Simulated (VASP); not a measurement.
Here is a VASP 6.6.1 calculation.

INCAR

```
ALGO = Fast ; EDIFF = 1E-6
ENCUT = 520 ; GGA = CA
ISIF = 2 ; ISMEAR = -1
LASPH = True ; LCHARG = True
LELF = True ; LREAL = False
LVHAR = True ; LWAVE = False
NBANDS = 26 ; NELM = 80
PREC = Accurate ; SIGMA = 0.05
```

Contents of KPOINTS:

```
k-points
0
Gamma
  9 9 9
```

Contents of POSCAR:

```
In
1.0
    1.6355530321      0.9442869834      8.0399169875
   -1.6355530321      0.9442869834      8.0399169875
    0.0000000000     -1.8885739667      8.0399169875
In
3
Direct
    0.2219877600      0.2219877600      0.2219877600
    0.7780122400      0.7780122400      0.7780122400
    0.0000000000      0.0000000000      0.0000000000
```

Potentials or basis: VASP PAW LDA potentials, release 64 (In_d).

Launch:

```bash
$ cat potpaw_LDA.64/In_d/POTCAR > POTCAR
$ mpirun -np 1 vasp_std > vasp.out
```

Problem. Predict the pressure.

Solution. 0.2 GPa.

Problem. Estimate the largest force.

Solution. 0.011 eV/Å.

Problem. Predict the band gap on the k mesh.

Solution. Zero (an odd number of electrons rules out a gap without spin polarisation).

Forces on the atoms (eV/Å):
```
In   0.000  0.000 -0.011
In   0.000  0.000  0.011
In   0.000  0.000  0.000
```

Caveat: spin-orbit coupling is left out, which moves the levels of the heavy elements.
